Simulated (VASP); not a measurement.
Here is a VASP 6.6.1 calculation.

File POSCAR:

```
Sb
1.0
    0.2107461953      2.3938861736      2.3381094735
    2.5463527021     -0.0020129584      2.5311292980
    2.3366334303      2.3946055029      0.1956127065
Sb
1
Direct
    0.0000000000      0.0000000000      0.0000000000
```

INCAR.step1

```
SYSTEM = Sb
  PREC = Accurate
  ENCUT = 520
  EDIFF = 1E-5
  ISMEAR = -1
  SIGMA = 0.05
  LREAL = .FALSE.
  LASPH = .TRUE.
  NELM = 60
  ALGO = Normal
  ISIF = 2
  LWAVE = .TRUE.
  LCHARG = .FALSE.
  NBANDS = 8
  GGA = PE
```

The input INCAR.step2:

```
SYSTEM = Sb
  PREC = Accurate
  ENCUT = 520
  EDIFF = 1E-6
  ISMEAR = -1
  SIGMA = 0.05
  LREAL = .FALSE.
  LASPH = .TRUE.
  NELM = 60
  ALGO = Normal
  ISIF = 2
  LWAVE = .FALSE.
  LCHARG = .FALSE.
  GGA = PS
  LHFCALC = .TRUE.
  AEXX = 0.25
  HFSCREEN = 0.207
  PRECFOCK = Normal
  NBANDS = 8
  ISTART = 1
```

File KPOINTS:

```
Automatic mesh
0
G
  5 5 5
  0 0 0
```

Potentials or basis: VASP PAW PBE potentials, release 64 (Sb).

Command:

```bash
$ cat potpaw_PBE.64/Sb/POTCAR > POTCAR
$ cp INCAR.step1 INCAR
$ mpirun -np 1 vasp_std > vasp.out
$ cp INCAR.step2 INCAR
$ mpirun -np 1 vasp_std > vasp.out
```

Predict the pressure.

-1.1 GPa.

Stress tensor (GPa, compression positive):
```
-1.08  0.00  0.31
 0.00 -1.00  0.00
 0.31  0.00 -1.10
```

Caveat: the k points lie up to 0.49 Å⁻¹ apart; the PAW data sets were made with another functional, which shifts forces and pressure a little.
